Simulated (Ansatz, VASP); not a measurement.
## One calculation of ZrS, two programs

```
CELL_PARAMETERS angstrom
0.00000 2.62500 2.62500
2.62500 0.00000 2.62500
2.62500 2.62500 0.00000
ATOMIC_POSITIONS crystal
Zr 0.00000 0.00000 0.00000
S 0.50000 0.50000 0.50000
```

Alike in both runs: task single point; functional r2SCAN; k mesh 14 × 14 × 14; occupations methfessel-paxton of order 1, width 0.1 eV; no spin polarisation.

```csv
,VASP,Ansatz
version,VASP 6.6.1,Ansatz 0.2.0
potentials or method,"VASP PAW PBE potentials, release 64 (Zr_sv, S), cutoff 520 eV","scalar-relativistic, plane waves, PAW"
valence electrons in the cell,18,18
```

|  | VASP | Ansatz | Ansatz less VASP |
| --- | --- | --- | --- |
| gap on the k mesh at the Fermi level (eV) | none | none | - |
| pressure (GPa) | -2.0 | -2.0 | +0.01 |

VASP's potentials were made for PBE, not for r2SCAN. A gap of «none» marks a metal or a gap that the smearing closes. The functional is the same, so the differences come from potentials, cutoffs and numerics.
